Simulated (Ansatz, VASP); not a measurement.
Two plane-wave programs on Sb

Contents of POSCAR:

```
Sb
1.0
    4.1051829493      0.0000000000      0.0000000000
   -2.0525914747      3.5551927213      0.0000000000
    0.0000000000      0.0000000000     26.8552477996
Sb
2
Direct
    0.3333333333      0.6666666667      0.3149797942
    0.6666666667      0.3333333333      0.3749272228
```

The input INCAR.step1:

```
PREC = Accurate ; ENCUT = 440
ISMEAR = 0 ; SIGMA = 0.01
LREAL = False ; LASPH = True
NELM = 200 ; MAGMOM = 0 0 0 0 0 0
LSORBIT = True ; GGA_COMPAT = False
LDIPOL = True ; IDIPOL = 3
DIPOL = 0.5 0.5 0.345 ; NBANDS = 22
GGA = PE ; ALGO = Normal
EDIFF = 1E-5 ; LWAVE = True
LCHARG = False ; NELMDL = -8
```

The input INCAR.step2:

```
PREC = Accurate ; ENCUT = 440
EDIFF = 1E-6 ; ISMEAR = 0
SIGMA = 0.01 ; LREAL = False
LASPH = True ; NELM = 200
ALGO = Normal ; ISIF = 2
LWAVE = False ; LCHARG = False
MAGMOM = 0 0 0 0 0 0 ; LORBIT = 11
LSORBIT = True ; GGA_COMPAT = False
LORBMOM = True ; LDIPOL = True
IDIPOL = 3 ; DIPOL = 0.5 0.5 0.345
METAGGA = R2SCAN ; LMIXTAU = True
NBANDS = 22 ; ISTART = 1
```

The input KPOINTS:

```
Automatic mesh
0
Gamma
  12 12 1
```

Input for Ansatz:

```yaml
crystal:
  lattice:
    - [4.1051829493, 0.0, 0.0]
    - [-2.0525914747, 3.5551927213, 0.0]
    - [0.0, 0.0, 26.8552477996]
  atoms:
    - { symbol: Sb, position: [0.3333333333, 0.6666666667, 0.3149797942] }
    - { symbol: Sb, position: [0.6666666667, 0.3333333333, 0.3749272228] }
  periodic: [true, true, false]
kpoints:
  mp_grid: { grid: [12, 12, 1] }
  band_path:
    path:
      - [0.0, 0.0, 0.0]
      - [0.5, 0.0, 0.0]
      - [0.3333333333, 0.3333333333, 0.0]
      - [0.0, 0.307292, 0.0]
    npoints: 1
hamiltonian:
  xc: r2scan
scf:
  occupations: { method: fixed }
  n_extra_bands: 8
magnetization:
  noncollinear: true
  spin_orbit: true
output:
  forces: true
  stress: true
  eigenvalues: true
  write_density: true
  write_potential: true
  elf: true
  volumetric_format: npy
```

Alike in both runs: task single point; functional r2SCAN; k mesh 12 × 12 × 1; non-collinear spin, spin-orbit coupling.

|  | VASP | Ansatz |
| --- | --- | --- |
| version | VASP 6.6.1 | Ansatz 0.2.0 |
| potentials or method | VASP PAW PBE potentials, release 64 (Sb) | plane waves, PAW |
| plane-wave cutoff (eV) | 440 | 500 |
| occupations | gaussian, width 0.01 eV | fixed |
| valence electrons in the cell | 10 | 30 |

|  | VASP | Ansatz | Ansatz less VASP |
| --- | --- | --- | --- |
| rms of the force components (eV/Å) | 0.076 | 0.010 | -0.0657 |
| net moment per atom (μB) | 0.00 | 0.00 | 0.000 |

VASP's potentials were made for PBE, not for r2SCAN. Atom by atom the forces differ by 0.066 eV/Å (rms over components). VASP's potentials hold 10 valence electrons a cell and Ansatz's 30, so a difference there can come from the potentials and not from the codes. Ansatz's warnings: xc potential rough in thin density.
